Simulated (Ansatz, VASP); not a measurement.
# One calculation of Zn, two programs

Contents of INCAR:

```
SYSTEM = Zn
ALGO = Normal
EDIFF = 1E-6
ENCUT = 520
GGA = PS
ISIF = 2
ISMEAR = -1
LASPH = .TRUE.
LCHARG = .TRUE.
LELF = .TRUE.
LREAL = .FALSE.
LVHAR = .TRUE.
LWAVE = .FALSE.
NBANDS = 32
NELM = 60
PREC = Accurate
SIGMA = 0.1
```

KPOINTS

```
k-points
0
G
  16 16 4
  0 0 0
```

Contents of POSCAR:

```
Zn
1.0
    2.5712350966      0.0000000000      0.0000000000
   -1.2856175483      2.2267549128      0.0000000000
    0.0000000000      0.0000000000      9.5271757990
Zn
4
Direct
    1.0000000000      0.0000000000      1.0000000000
    1.0000000000      1.0000000000      0.5000000000
    0.3333333333      0.6666666667      0.2500000000
    0.6666666667      0.3333333333      0.7500000000
```

Input for Ansatz:

```yaml
crystal:
  lattice:
    - [2.5712350966, 0.0, 0.0]
    - [-1.2856175483, 2.2267549128, 0.0]
    - [0.0, 0.0, 9.527175799]
  atoms:
    - { symbol: Zn, position: [1.0, 0.0, 1.0] }
    - { symbol: Zn, position: [1.0, 1.0, 0.5] }
    - { symbol: Zn, position: [0.3333333333, 0.6666666667, 0.25] }
    - { symbol: Zn, position: [0.6666666667, 0.3333333333, 0.75] }
hamiltonian:
  xc: pbesol
  pseudopotentials:
    kind: paw
    azcp:
      Zn: "pseudopotentials/Zn.paw.azcp"
basis:
  ecutwfc: 420
  fft_grid_basis: typed
kpoints:
  mp_grid: { grid: [16, 16, 4], shift: [0, 0, 0] }
magnetization:
  spin_polarized: false
scf:
  occupations: { method: fermi_dirac, width: 0.1 }
  lower_state_search: "off"
output:
  stress: true
```

Alike in both runs: task single point; functional PBEsol; k mesh 16 × 16 × 4; occupations fermi-dirac, width 0.1 eV; no spin polarisation.

|  | VASP | Ansatz |
| --- | --- | --- |
| version | VASP 6.6.1 | Ansatz 0.2.0 |
| potentials or method | VASP PAW PBE potentials, release 64 (Zn), cutoff 520 eV | plane waves (420 eV) with PAW, scalar-relativistic |
| valence electrons in the cell | 48 | 48 |

```tsv
	VASP	Ansatz	Ansatz less VASP
pressure (GPa)	4.7	4.2	-0.50
traceless stress, the component that is largest in VASP (GPa)	-1.62	-1.45	+0.163
```

VASP's potentials were made for PBE, not for PBEsol, and Ansatz warns of the same on its side.
